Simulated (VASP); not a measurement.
A run of VASP 6.6.1:

File INCAR:

```
PREC = Accurate
ENCUT = 520
EDIFF = 1E-6
ISMEAR = 0
SIGMA = 0.15
LREAL = F
LASPH = T
NELM = 100
ALGO = Fast
ISIF = 2
LWAVE = F
LCHARG = F
GGA = PS
NBANDS = 18
```

File KPOINTS:

```
Automatic mesh
0
Gamma
  16 16 16
```

Contents of POSCAR:

```
ZnCu
1.0
    3.3438914954      0.0000000000      0.0000000000
    0.0000000000      3.3438914954      0.0000000000
    0.0000000000      0.0000000000      2.9077317351
Zn Cu
1 1
Direct
    0.5000000000      0.5000000000      0.5000000000
    0.0000000000      0.0000000000      0.0000000000
```

Potentials or basis: VASP PAW PBE potentials, release 64 (Zn, Cu).

The run is started by

```console
$ cat potpaw_PBE.64/Zn/POTCAR potpaw_PBE.64/Cu/POTCAR > POTCAR
$ mpirun -np 1 vasp_std > vasp.out
```

Hardware: 1 thread of Intel Xeon 8259CL, with other jobs on the host.

How long does it take, and how much memory?

It took 6.1 min on 1 thread of Intel Xeon 8259CL, with other jobs on the host, peak memory 0.36 GiB. Counts: scf iterations 16, k points 405.
